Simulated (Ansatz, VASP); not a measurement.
# CuC18 in VASP and in Ansatz

```xyz
19
Lattice="7.3980 0.0000 0.0000 -3.6990 6.4069 0.0000 0.0000 0.0000 13.0000" Properties=species:S:1:pos:R:3 pbc="T T T"
C     0.0018    0.0036    0.9848
C     1.2340    0.7113    0.9733
C    -1.2334    2.1359    0.9783
C    -0.0010    2.8469    0.9825
C    -2.4627    4.2713    0.9863
C    -1.2331    4.9847    0.9760
C     2.4657    0.0002    0.9804
C     3.6976    0.7112    0.9759
C     1.2308    2.1324    0.9848
C     2.4665    2.8324    1.0278
C    -0.0052    4.2712    0.9906
C     1.2199    4.9907    1.0416
C     4.9294    0.0046    0.9905
C     6.1650    0.7131    0.9825
C     3.7006    2.1328    0.9862
C     4.9324    2.8473    0.9837
C     2.4679    4.2701    1.1136
C     3.7123    4.9903    1.0280
Cu    2.3501    4.3404    3.1531
```

Alike in both runs: functional PBE; k mesh 2 × 2 × 1; occupations fermi-dirac, width 0.05 eV; collinear spin.

Ansatz relaxed the structure, and its values are those at the end. VASP's run is a single point on that final structure, the one shown.

|  | VASP | Ansatz |
| --- | --- | --- |
| version | VASP 6.6.1 | Ansatz 0.2.0 |
| potentials or method | VASP PAW PBE potentials, release 64 (C, Cu), cutoff 520 eV | scalar-relativistic, plane waves, PAW |
| valence electrons in the cell | 83 | 91 |

```csv
,VASP,Ansatz,Ansatz less VASP
rms of the force components (eV/Å),0.008,0.004,-0.0034
net moment per atom (μB),0.04,0.04,0.000
size of the moment on the site where the two differ most (μB),0.17,0.06,-0.111
```

Site moments also hang on the region over which each program counts them. The functional is the same, so the differences come from potentials, cutoffs and numerics. VASP's potentials hold 83 valence electrons a cell and Ansatz's 91, so a difference there can come from the potentials and not from the codes. Ansatz's warnings: xc potential rough in thin density.

The k mesh is coarse, so the values compare programs but aren't converged.
